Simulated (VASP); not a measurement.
A run of VASP 6.6.1 is set up as follows.

File POSCAR:

```
CaMg3S4
1.0
   -2.7403350215      2.7403350215      5.3950971416
    2.7403350215     -2.7403350215      5.3950971416
    2.7403350215      2.7403350215     -5.3950971416
Mg S Ca
3 4 1
Direct
    0.7500000000      0.2500000000      0.5000000000
    0.0000000000      0.0000000000      0.0000000000
    0.2500000000      0.7500000000      0.5000000000
    0.5000000000      0.0000000000      0.5000000000
    0.7613327032      0.7613327032      0.0000000000
    0.0000000000      0.5000000000      0.5000000000
    0.2386672968      0.2386672968      0.0000000000
    0.5000000000      0.5000000000      0.0000000000
```

INCAR.step1

```
  PREC = Accurate
  ENCUT = 520
  ISMEAR = 0
  SIGMA = 0.01
  LREAL = False
  LASPH = True
  NELM = 100
  NBANDS = 30
  GGA = PE
  ALGO = Normal
  EDIFF = 1E-4
  LWAVE = True
  LCHARG = False
```

The input INCAR.step2:

```
  PREC = Accurate
  ENCUT = 520
  EDIFF = 1E-7
  ISMEAR = 0
  SIGMA = 0.01
  LREAL = False
  LASPH = True
  NELM = 100
  ALGO = Normal
  ISIF = 2
  LWAVE = False
  LCHARG = False
  METAGGA = R2SCAN
  LMIXTAU = True
  NBANDS = 30
  ISTART = 1
```

File KPOINTS:

```
Automatic mesh
0
Gamma
  6 6 6
```

Potentials or basis: VASP PAW PBE potentials, release 64 (Mg, S, Ca_sv).

Run with:

```console
$ cat potpaw_PBE.64/Mg/POTCAR potpaw_PBE.64/S/POTCAR potpaw_PBE.64/Ca_sv/POTCAR > POTCAR
$ cp INCAR.step1 INCAR
$ mpirun -np 1 vasp_std > vasp.out
$ cp INCAR.step2 INCAR
$ mpirun -np 1 vasp_std > vasp.out
```

(1) Estimate the largest force.

(2) What does it give for the band gap on the k mesh?

Answers

(1) 0.064 eV/Å.

(2) 2.95 eV (least direct gap 3.14 eV).

Caveat: the cell stands under tension; the PAW data sets were made with another functional, which shifts forces and pressure a little.
